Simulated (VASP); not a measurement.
A run of VASP 6.6.1 is set up as follows.

INCAR

```
SYSTEM = Cu4HO5
PREC = Accurate
ENCUT = 520
EDIFF = 1E-7
ISMEAR = 0
SIGMA = 0.1
LREAL = .FALSE.
LASPH = .TRUE.
NELM = 100
ALGO = Fast
ISIF = 2
LWAVE = .FALSE.
LCHARG = .FALSE.
LDIPOL = .TRUE.
IDIPOL = 3
DIPOL = 0.5 0.5 0.486
GGA = PE
NBANDS = 48
```

Contents of KPOINTS:

```
Automatic mesh
0
G
  10 10 1
  0 0 0
```

Contents of POSCAR:

```
Cu4HO5
1.0
    2.9487032640      0.0000000000      0.0000000000
   -0.0081921837      2.9486918841      0.0000000000
    0.0000000000      0.0000000000     29.3025242337
O Cu H
5 4 1
Direct
    0.5000000000      0.5000000000      0.2900773985
    0.5000000000      0.5000000000      0.3779753229
    0.5000000000      0.5000000000      0.4661322398
    0.5000000000      0.5000000000      0.5537254812
    0.5000000000      0.5000000000      0.6389480861
    0.5000000000      0.0000000000      0.3340263607
    0.0000000000      0.5000000000      0.4219242850
    0.5000000000      0.0000000000      0.5098492711
    0.0000000000      0.5000000000      0.5980846490
    0.5000000000      0.5000000000      0.6719571343
```

Potentials or basis: VASP PAW PBE potentials, release 64 (O, Cu, H).

The run is started by

```console
$ cat potpaw_PBE.64/O/POTCAR potpaw_PBE.64/Cu/POTCAR potpaw_PBE.64/H/POTCAR > POTCAR
$ mpirun -np 1 vasp_std > vasp.out
```

Estimate the band gap on the k mesh.

zero (an odd number of electrons rules out a gap without spin polarisation).

Predict the largest force.

2.089 eV/Å.

Forces in eV/Å, atoms in the order of the input:
```
O    0.000  0.000  2.089
O    0.000  0.000 -0.241
O    0.000  0.000 -0.003
O    0.000  0.000  0.005
O    0.000  0.000 -0.037
Cu   0.000  0.000 -1.849
Cu   0.000  0.000 -0.057
Cu   0.000  0.000 -0.004
Cu   0.000  0.000 -0.014
H    0.000  0.000  0.110
```

Caveat: an odd number of electrons without spin polarisation forces a metal; a magnetic or distorted state may lie lower; semilocal functionals often make such compounds metallic where correlation or magnetic order opens a gap, which also shifts bond lengths. With open d or f shells a metallic result of PBE can be an artefact of self-interaction; +U or a hybrid may open a gap.
